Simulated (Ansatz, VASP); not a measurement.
Two plane-wave programs on HgTe

```
Hg Te
1.0
     0.00000    3.21736    3.21736
     3.21736    0.00000    3.21736
     3.21736    3.21736    0.00000
Hg Te
1 1
Direct
  0.00000 0.00000 0.00000
  0.75000 0.75000 0.75000
```

Alike in both runs: task relaxation of cell and atoms; functional LDA; k mesh 12 × 12 × 12; occupations fermi-dirac, width 0.15 eV; no spin polarisation.

|  | VASP | Ansatz |
| --- | --- | --- |
| version | VASP 6.6.1 | Ansatz 0.2.0 |
| potentials or method | VASP PAW LDA potentials, release 64 (Hg, Te), cutoff 600 eV | scalar-relativistic, plane waves, PAW |
| valence electrons in the cell | 18 | 36 |

Ansatz gave:

```
gap on the k mesh at the Fermi level, each at its own relaxed structure (eV) : none
relaxed volume (Å³/atom)                                                     : 33.32
relaxed cell length with the largest relative difference (Å)                 : 4.551
```

Q: Which values does VASP return?

A: gap on the k mesh at the Fermi level, each at its own relaxed structure (eV): none; relaxed volume (Å³/atom): 33.52; relaxed cell length with the largest relative difference (Å): 4.560.

LDA's correlation is that of Perdew and Zunger in VASP and of Perdew and Wang (1992) in Ansatz. A gap of «none» marks a metal or a gap that the smearing closes. VASP's potentials hold 18 valence electrons a cell and Ansatz's 36, so a difference there can come from the potentials and not from the codes.

Spin-orbit coupling is off throughout.
